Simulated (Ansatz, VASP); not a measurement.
# Two plane-wave programs on Mn

```
Mn
1.0
    -1.38029    1.38029    1.38029
     1.38029   -1.38029    1.38029
     1.38029    1.38029   -1.38029
Mn
1
Direct
  0.00000 0.00000 0.00000
```

Alike in both runs: functional r2SCAN; k mesh 15 × 15 × 15; occupations fermi-dirac, width 0.1 eV; no spin polarisation.

Ansatz relaxed the structure, and its values are those at the end. VASP's run is a single point on that final structure, the one shown.

|  | VASP | Ansatz |
| --- | --- | --- |
| version | VASP 6.6.1 | Ansatz 0.2.0 |
| potentials or method | VASP PAW PBE potentials, release 64 (Mn_pv), cutoff 520 eV | plane waves (500 eV) with PAW, scalar-relativistic |
| valence electrons in the cell | 13 | 15 |

```tsv
	VASP	Ansatz	Ansatz less VASP
pressure (GPa)	0.4	0.0	-0.39
```

VASP's potentials were made for PBE, not for r2SCAN. VASP's potentials hold 13 valence electrons a cell and Ansatz's 15, so a difference there can come from the potentials and not from the codes.
